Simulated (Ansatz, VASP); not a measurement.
**Rb2Pt in VASP and in Ansatz**

Contents of INCAR:

```
SYSTEM = Rb2Pt
PREC = Accurate
ENCUT = 600
EDIFF = 1E-7
ISMEAR = 0
SIGMA = 0.1
LREAL = .False.
LASPH = .True.
NELM = 60
ALGO = Normal
ISIF = 3
LWAVE = .False.
LCHARG = .False.
GGA = PE
IBRION = 2
NSW = 90
EDIFFG = -0.04
```

Contents of KPOINTS:

```
regular mesh
0
Gamma
  6 6 2
  0 0 0
```

POSCAR

```
Rb2Pt
1.0
    4.7367731000      0.0000000000      0.0000000000
   -2.3683865500      4.1021658400      0.0000000000
    0.0000000000      0.0000000000      9.9038595200
Rb Pt
2 1
Direct
    0.6666666700      0.3333333300      0.7117676800
    0.3333333300      0.6666666700      0.2882323200
    0.0000000000      0.0000000000      0.0000000000
```

Input for Ansatz:

```yaml
crystal:
  lattice:
    - [4.7367731, 0.0, 0.0]
    - [-2.36838655, 4.10216584, 0.0]
    - [0.0, 0.0, 9.90385952]
  atoms:
    - { symbol: Rb, position: [0.66666667, 0.33333333, 0.71176768] }
    - { symbol: Rb, position: [0.33333333, 0.66666667, 0.28823232] }
    - { symbol: Pt, position: [0.0, 0.0, 0.0] }
basis:
  ecutwfc: 420
kpoints:
  mp_grid: { grid: [6, 6, 2] }
hamiltonian:
  xc: pbe
scf:
  occupations: { method: gaussian, width: 0.1 }
  lower_state_search: "off"
output:
  forces: true
  stress: true
  eigenvalues: true
relax:
  adjacent_minimum: "off"
  f_tol: 0.04
  max_steps: 70
  cell: { stress_tol: 0.4 }
```

Alike in both runs: task relaxation of cell and atoms; functional PBE; k mesh 6 × 6 × 2; occupations gaussian, width 0.1 eV; no spin polarisation.

```csv
,VASP,Ansatz
version,VASP 6.6.1,Ansatz 0.2.0
potentials or method,"VASP PAW PBE potentials, release 64 (Rb_sv, Pt), cutoff 600 eV","scalar-relativistic, plane waves, PAW"
valence electrons in the cell,28,36
```

Ansatz gave:

* gap on the k mesh at the Fermi level, each at its own relaxed structure (eV): 0.58
* relaxed volume (Å³/atom): 64.52
* relaxed cell length with the largest relative difference (Å): 8.260

Q: Estimate VASP's values.

A: gap on the k mesh at the Fermi level, each at its own relaxed structure (eV): 0.52; relaxed volume (Å³/atom): 51.35; relaxed cell length with the largest relative difference (Å): 6.634.

One of these differences is far larger than is usual between the two programs; its cause wasn't traced. VASP's potentials hold 28 valence electrons a cell and Ansatz's 36, so a difference there can come from the potentials and not from the codes.

Spin-orbit coupling is off throughout. Noted on VASP's run: the volume moved by over 15 % at a fixed basis, so the end points are rough.
